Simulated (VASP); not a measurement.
# TiAl (P4/mmm) in VASP: notebook

TiAl is run at these levels: PBEsol; tasks: single point.

Everything below comes from runs of VASP 6.6.1. Logs are shortened: lines on timing, memory, paths and dates and some standing lists are left out, and cuts for length are marked.

## Step 1: The cell of the first run

The structure is tetragonal, space group P4/mmm (No. 123). The conventional cell has a = 2.697 Å, b = 2.697 Å, c = 4.093 Å, α = 90.00°, β = 90.00°, γ = 90.00°. Within 3.6 Å of Ti (site symmetry 4/mmm) lie 4 Ti at 2.70 Å and 8 Al at 2.80 Å. Within 3.6 Å of Al (site symmetry 4/mmm) lie 4 Al at 2.70 Å and 8 Ti at 2.80 Å.

## Step 2: Single point, PBEsol (14.88 Å³/atom)

INCAR

```
SYSTEM = TiAl
PREC = Accurate
ENCUT = 500
EDIFF = 1E-6
ISMEAR = 0
SIGMA = 0.15
LREAL = .False.
LASPH = .True.
NELM = 120
ALGO = Normal
ISIF = 2
LWAVE = .False.
LCHARG = .False.
GGA = PS
NBANDS = 14
GGA_COMPAT = .False.
```

KPOINTS

```
Automatic mesh
0
Gamma
  16 16 16
  0 0 0
```

POSCAR

```
TiAl
1.0
    2.6968362320      0.0000000000      0.0000000000
    0.0000000000      2.6968362320      0.0000000000
    0.0000000000      0.0000000000      4.0929883493
Ti Al
1 1
Direct
    0.0000000000      0.0000000000      0.0000000000
    0.5000000000      0.5000000000      0.5000000000
```

Potentials or basis: VASP PAW PBE potentials, release 64 (Ti_sv, Al).

On the command line:

```sh
cat potpaw_PBE.64/Ti_sv/POTCAR potpaw_PBE.64/Al/POTCAR > POTCAR
mpirun -np 1 vasp_std > vasp.out
```

OUTCAR:

```text
SYSTEM = TiAl
   PREC = Accurate
   ENCUT = 500
   EDIFF = 1E-6
   ISMEAR = 0
   LREAL = .False.
   LASPH = .True.
   NELM = 120
   ISIF = 2
   GGA = PS

 ion  position               nearest neighbor table
   1  0.000  0.000  0.000-   2 2.80   2 2.80   2 2.80   2 2.80   2 2.80   2 2.80   2 2.80   2 2.80

   2  0.500  0.500  0.500-   1 2.80   1 2.80   1 2.80   1 2.80   1 2.80   1 2.80   1 2.80   1 2.80

  LATTYP: Found a simple tetragonal cell.
 ALAT       =     2.6968362320
 C/A-ratio  =     1.5177000000

  Lattice vectors:

 A1 = (   2.6968362320,   0.0000000000,   0.0000000000)
 A2 = (   0.0000000000,   2.6968362320,   0.0000000000)
 A3 = (   0.0000000000,   0.0000000000,   4.0929883493)

Analysis of symmetry for initial positions (statically):
=====================================================================
 Subroutine PRICEL returns:
 Original cell was already a primitive cell.

 Routine SETGRP: Setting up the symmetry group for a
 simple tetragonal supercell.

 Subroutine GETGRP returns: Found 16 space group operations
 (whereof 16 operations were pure point group operations)
 out of a pool of 16 trial point group operations.

The static configuration has the point symmetry D_4h.

Analysis of symmetry for dynamics (positions and initial velocities):
=====================================================================
 Subroutine PRICEL returns:
 Original cell was already a primitive cell.

 Routine SETGRP: Setting up the symmetry group for a
 simple tetragonal supercell.

 Subroutine GETGRP returns: Found 16 space group operations
 (whereof 16 operations were pure point group operations)
 out of a pool of 16 trial point group operations.

The dynamic configuration has the point symmetry D_4h.

 Subroutine INISYM returns: Found 16 space group operations
 (whereof 16 operations are pure point group operations),
 and found     1 'primitive' translations

----------------------------------------------------------------------------------------

                                     Primitive cell

  volume of cell :      29.7680

  direct lattice vectors                    reciprocal lattice vectors
     2.696836232  0.000000000  0.000000000     0.370804867  0.000000000  0.000000000
     0.000000000  2.696836232  0.000000000     0.000000000  0.370804867  0.000000000
     0.000000000  0.000000000  4.092988349     0.000000000  0.000000000  0.244320265

  length of vectors
     2.696836232  2.696836232  4.092988349     0.370804867  0.370804867  0.244320265

  position of ions in fractional coordinates (direct lattice)
     0.000000000  0.000000000  0.000000000
     0.500000000  0.500000000  0.500000000

  ion indices of the primitive-cell ions
   primitive index   ion index
                 1           1
                 2           2

----------------------------------------------------------------------------------------

 KPOINTS: Automatic mesh

Automatic generation of k-mesh.
 Grid dimensions read from file:
 generate k-points for:   16   16   16

 Generating k-lattice:

  Cartesian coordinates                     Fractional coordinates (reciprocal lattice)
     0.023175304  0.000000000  0.000000000     0.062500000  0.000000000  0.000000000
     0.000000000  0.023175304  0.000000000     0.000000000  0.062500000  0.000000000
     0.000000000  0.000000000  0.015270017     0.000000000  0.000000000  0.062500000

  Length of vectors
     0.023175304  0.023175304  0.015270017

  Shift w.r.t. Gamma in fractional coordinates (k-lattice)
     0.000000000  0.000000000  0.000000000

 Subroutine IBZKPT returns following result:
 ===========================================

 Found    405 irreducible k-points:

 Following reciprocal coordinates:
            Coordinates               Weight
  0.000000  0.000000  0.000000      1.000000
  0.062500  0.000000  0.000000      4.000000
  0.125000  0.000000  0.000000      4.000000
  0.187500  0.000000  0.000000      4.000000
  0.250000  0.000000  0.000000      4.000000
  0.312500  0.000000  0.000000      4.000000
[... 16 lines left out ...]
  0.437500  0.125000  0.000000      8.000000
  0.500000  0.125000  0.000000      4.000000
 [... further k-points ...]
   k-points           NKPTS =    405   k-points in BZ     NKDIM =    405   number of bands    NBANDS=     14
   number of dos      NEDOS =    301   number of ions     NIONS =      2
   total plane-waves  NPLWV =  12000
   dimension x,y,z NGX =    20 NGY =   20 NGZ =   30
   dimension x,y,z NGXF=    40 NGYF=   40 NGZF=   60
   ions per type =               1   1
   NGX,Y,Z   is equivalent  to a cutoff of  12.33, 12.33, 12.19 a.u.
   NGXF,Y,Z  is equivalent  to a cutoff of  24.66, 24.66, 24.37 a.u.
 SYSTEM =  TiAl
   PREC   = accura    normal or accurate (medium, high low for compatibility)
   ISTART =      0    job   : 0-new  1-cont  2-samecut
   ICHARG =      2    charge: 1-file 2-atom 10-const
   ISPIN  =      1    spin polarized calculation?
   LNONCOLLINEAR =      F non collinear calculations
   LSORBIT =      F    spin-orbit coupling
   LASPH  =      T    aspherical Exc in radial PAW
   ENCUT  =  500.0 eV  36.75 Ry    6.06 a.u.   4.92  4.92  7.46*2*pi/ulx,y,z
   NELM   =    120;   NELMIN=  2; NELMDL= -5     # of ELM steps
   EDIFF  = 0.1E-05   stopping-criterion for ELM
   LREAL  =      F    real-space projection
   EDIFFG = 0.1E-04   stopping-criterion for IOM
   NSW    =      0    number of steps for IOM
   IBRION =     -1    ionic relax: 0-MD 1-quasi-New 2-CG
   NFREE  =      0    steps in history (QN), initial steepest desc. (CG)
   ISIF   =      2    stress and relaxation
   ISYM   =      2    0-nonsym 1-usesym 2-fastsym
   POTIM  = 0.5000    time-step for ionic-motion
   TEBEG  =    0.0;   TEEND  =   0.0 temperature during run
   PSTRESS=    0.0 pullay stress
   NELECT =      15.0000    total number of electrons
   NUPDOWN=      -1.0000    fix difference up-down
   EMIN   =  10.00;   EMAX   =-10.00  energy-range for DOS
   EFERMI =   0.00;   METHOD = LEGACY
   ISMEAR =     0;   SIGMA  =   0.15  broadening in eV -4-tet -1-fermi 0-gaus
   EFERMI_NEDOS =   21; number of points for ismear=-14 and -15
   IALGO  =     38    algorithm
   IMIX   =      4    mixing-type and parameters
     AMIX     =   0.40;   BMIX     =  1.00
     AMIX_MAG =   1.60;   BMIX_MAG =  1.00
  volume/ion in A,a.u.               =      14.88       100.44
  Fermi-wavevector in a.u.,A,eV,Ry     =   1.302733  2.461808 23.090623  1.697113
  Thomas-Fermi vector in A             =   2.433781
   LORBIT       =      0    0 simple, 1 ext, 2 COOP (PROOUT), +10 PAW based schemes
   GGA     = PS    functional components
   LHFCALC =     F    Hartree Fock is set to
   AEXX    =    0.0000 exact exchange contribution
   IVDW    =     0    specifies the selected vdW correction
   LEPSILON=     F    determine dielectric tensor
   LRPA    =     F    only Hartree local field effects (RPA)
 non-spin polarized calculation
 Gauss-broadening in eV      SIGMA  =   0.15
  energy-cutoff  :      500.00
  volume of cell :       29.77
 maximum number of plane-waves:       775
 NGX is ok and might be reduce to    20
   NGX =  9   NGY =  9   NGZ = 15

 number of electron      15.0000004 magnetization

 Free energy of the ion-electron system (eV)
  ---------------------------------------------------
  ext. energy  EPLUGINS =         0.00000000
  ---------------------------------------------------
  free energy    TOTEN  =       -13.20197788 eV

  energy without entropy =      -13.18196935  energy(sigma->0) =      -13.19197362

 E-fermi :   9.1525     XC(G=0): -11.5161

 val. band max:        9.1523907200   @ k =   0.5000   0.1875   0.4375
 cond. band min:       9.1538917196   @ k =   0.4375   0.1250   0.0625
 fundamental gap:      0.0015009996
 Fermi energy:         9.1525206213

 k-point     1 :       0.0000    0.0000    0.0000
  band No.  band energies     occupation
      1     -47.0421      2.00000
      2     -23.5451      2.00000
      3     -22.9803      2.00000
      4     -22.9803      2.00000
      5      -0.3319      2.00000
      6       6.9667      2.00000
      7       8.1763      2.00000
      8       8.3612      2.00000
      9      11.6752      0.00000
     10      11.6752      0.00000
     11      12.9937      0.00000
     12      15.3692      0.00000
     13      18.6609      0.00000
     14      18.7659      0.00000

 k-point     2 :       0.0625    0.0000    0.0000
  band No.  band energies     occupation
      1     -47.0383      2.00000
      2     -23.5415      2.00000
      3     -23.0091      2.00000
      4     -22.9778      2.00000
      5      -0.2472      2.00000
      6       7.0439      2.00000
      7       8.2201      2.00000
      8       8.3080      2.00000
      9      11.6907      0.00000
     10      11.7307      0.00000
     11      12.9049      0.00000
     12      15.3718      0.00000
     13      17.1545      0.00000
     14      18.8694      0.00000

 k-point     3 :       0.1250    0.0000    0.0000
  band No.  band energies     occupation
      1     -47.0275      2.00000
      2     -23.5314      2.00000
      3     -23.0907      2.00000
      4     -22.9707      2.00000
      5       0.0046      2.00000
      6       7.2589      2.00000
      7       8.1586      2.00000
      8       8.3348      2.00000
      9      11.7351      0.00000
     10      11.8960      0.00000
     11      12.6647      0.00000
     12      15.3172      0.00000
     13      15.6303      0.00000
     14      19.1634      0.00000
[... 324 lines left out ...]
 k-point    23 :       0.4375    0.1250    0.0000
  band No.  band energies     occupation
      1     -46.9319      2.00000
      2     -23.6663      2.00000
      3     -23.4421      2.00000
      4     -23.0209      2.00000
      5       3.7722      2.00000
      6       5.9151      2.00000
      7       7.3151      2.00000
      8       9.1524      1.00110
      9      10.5963      0.00000
     10      11.1283      0.00000
     11      13.7540      0.00000
     12      15.0144      0.00000
     13      15.5288      0.00000
     14      17.9347      0.00000

 k-point    24 :       0.5000    0.1250    0.0000
  band No.  band energies     occupation
      1     -46.9281      2.00000
      2     -23.6928      2.00000
      3     -23.4385      2.00000
      4     -23.0182      2.00000
      5       4.7276      2.00000
      6       4.9035      2.00000
      7       7.2741      2.00000
      8       9.2530      0.34340
      9      10.4737      0.00000
     10      11.1554      0.00000
     11      13.9958      0.00000
     12      15.2589      0.00000
     13      15.4576      0.00000
     14      17.5577      0.00000

 [... further k-points ...]

------------------------ aborting loop because EDIFF is reached ----------------------------------------

  FORCE on cell =-STRESS in cart. coord.  units (eV):
  Direction    XX          YY          ZZ          XY          YZ          ZX
  --------------------------------------------------------------------------------------
  -------------------------------------------------------------------------------------
  Total        1.7611758      1.7611758      0.8461286      0.0000000      0.0000000      0.0000000
  in kB       94.7902410     94.7902410     45.5404455      0.0000000      0.0000000      0.0000000
  external PRESSURE =      78.3736425 kB  Pullay stress =       0.0000000 kB

 VOLUME and BASIS-vectors are now :
 -----------------------------------------------------------------------------
  energy-cutoff  :      500.00
  volume of cell :       29.77
      direct lattice vectors                 reciprocal lattice vectors
     2.696836232  0.000000000  0.000000000     0.370804867  0.000000000  0.000000000
     0.000000000  2.696836232  0.000000000     0.000000000  0.370804867  0.000000000
     0.000000000  0.000000000  4.092988349     0.000000000  0.000000000  0.244320265

 POSITION                                       TOTAL-FORCE (eV/Angst)
 -----------------------------------------------------------------------------------
      0.00000      0.00000      0.00000         0.000000      0.000000      0.000000
      1.34842      1.34842      2.04649         0.000000      0.000000      0.000000
 -----------------------------------------------------------------------------------
    total drift:                               -0.000000      0.000000     -0.000000

  FREE ENERGIE OF THE ION-ELECTRON SYSTEM (eV)
  ---------------------------------------------------
  free  energy   TOTEN  =       -13.2019778838 eV

  energy  without entropy=      -13.1819693481  energy(sigma->0) =      -13.19197362
```

Wall time 3.2 min (1 thread of Intel Xeon 8259CL, shared host); peak memory 0.27 GiB.

Results:

- Free energy: -13.2020 eV
- Pressure: 7.8 GPa
- Band gap on the k mesh: zero (an odd number of electrons rules out a gap without spin polarisation)

Caveat: the cell stands under pressure; the PAW data sets were made with another functional, which shifts forces and pressure a little.

## Step 3: Single point, PBEsol (14.88 Å³/atom)

INCAR

```
PREC     = Accurate       # precision mode
ENCUT    = 500            # plane-wave cutoff, eV
EDIFF    = 1E-6           # SCF threshold, eV
ISMEAR   = 0              # smearing method
SIGMA    = 0.15           # smearing width, eV
LREAL    = False          # projectors in reciprocal space
LASPH    = True           # aspherical terms in the spheres
NELM     = 120            # most SCF steps
ALGO     = Normal         # electronic algorithm
ISIF     = 2              # what is computed and relaxed
LWAVE    = False          # write WAVECAR
LCHARG   = True           # write CHGCAR
GGA      = PS             # functional
LELF     = True           # ELF
LVHAR    = True         
NBANDS   = 14             # bands
GGA_COMPAT= False
```

KPOINTS

```
regular mesh
0
Gamma
  16 16 16
```

POSCAR

```
TiAl
1.0
    3.2462118544      0.0000000000      0.0000000000
    0.0000000000      3.2462118544      0.0000000000
    0.0000000000      0.0000000000      2.8248535557
Ti Al
1 1
Direct
    0.0000000000      0.0000000000      0.0000000000
    0.5000000000      0.5000000000      0.5000000000
```

Potentials or basis: VASP PAW PBE potentials, release 64 (Ti_sv, Al).

On the command line:

```sh
cat potpaw_PBE.64/Ti_sv/POTCAR potpaw_PBE.64/Al/POTCAR > POTCAR
mpirun -np 1 vasp_std > vasp.out
```

Wall time 2.2 min (1 thread of Intel Xeon 8259CL, shared host); peak memory 0.28 GiB.

Results (log left out):

```
Free energy            : -12.9552 eV
Pressure               : 8.0 GPa
Band gap on the k mesh : zero (an odd number of electrons rules out a gap without spin polarisation)
```

Stress tensor (GPa, compression positive):
```
7.80 0.00 0.00
0.00 7.80 0.00
0.00 0.00 8.37
```

Levels at points of the mesh, in eV from the Fermi level:
```
           k point  band 4  band 5  band 6  band 7  band 8  band 9  band 10  band 11
(0.00, 0.00, 0.00)  -32.50   -9.53   -1.74   -1.42    1.54    2.44     2.44     3.60
(0.50, 0.00, 0.00)  -32.49   -6.49   -5.43   -0.74   -0.38    1.39     2.58     2.86
(0.50, 0.50, 0.00)  -32.48   -5.73   -2.49   -2.49   -1.69    1.68     1.68     2.71
(0.00, 0.00, 0.50)  -32.72   -5.07   -5.00   -0.26   -0.26   -0.25     2.02     4.51
(0.50, 0.00, 0.50)  -32.70   -4.77   -2.15   -1.31   -1.24    0.26     0.66     3.13
(0.50, 0.50, 0.50)  -32.84   -3.19   -3.19   -3.19    1.33    2.89     3.05     3.05
```

Caveat: the cell stands under pressure; the PAW data sets were made with another functional, which shifts forces and pressure a little.

(Continued in part 2 of 2.)
